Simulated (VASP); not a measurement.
A run of VASP 6.6.1:

Contents of INCAR:

```
ALGO = Normal
EDIFF = 1E-6
ENCUT = 520
GGA = RE
ISIF = 2
ISMEAR = -1
LASPH = True
LCHARG = False
LREAL = False
LWAVE = False
NBANDS = 10
NELM = 100
PREC = Accurate
SIGMA = 0.1
```

KPOINTS

```
k-points
0
Gamma
  11 11 16
```

File POSCAR:

```
Be
1.0
    3.6421365689      0.0000000000      0.0000000000
   -1.8210682844      3.1541827928      0.0000000000
    0.0000000000      0.0000000000      2.2421554873
Be
3
Direct
    0.0000000000      0.0000000000      0.0000000000
    0.3333333333      0.6666666667      0.5000000000
    0.6666666667      0.3333333333      0.5000000000
```

Potentials or basis: VASP PAW PBE potentials, release 64 (Be).

Run with:

```bash
$ cat potpaw_PBE.64/Be/POTCAR > POTCAR
$ mpirun -np 1 vasp_std > vasp.out
```

Hardware: 1 thread of Intel Xeon 8259CL, with other jobs on the host.

Problem. Estimate the wall time of this run.

Solution. Wall time 22 s on 1 thread of Intel Xeon 8259CL, with other jobs on the host, peak memory 0.16 GiB. Counts: scf iterations 9, k points 144.
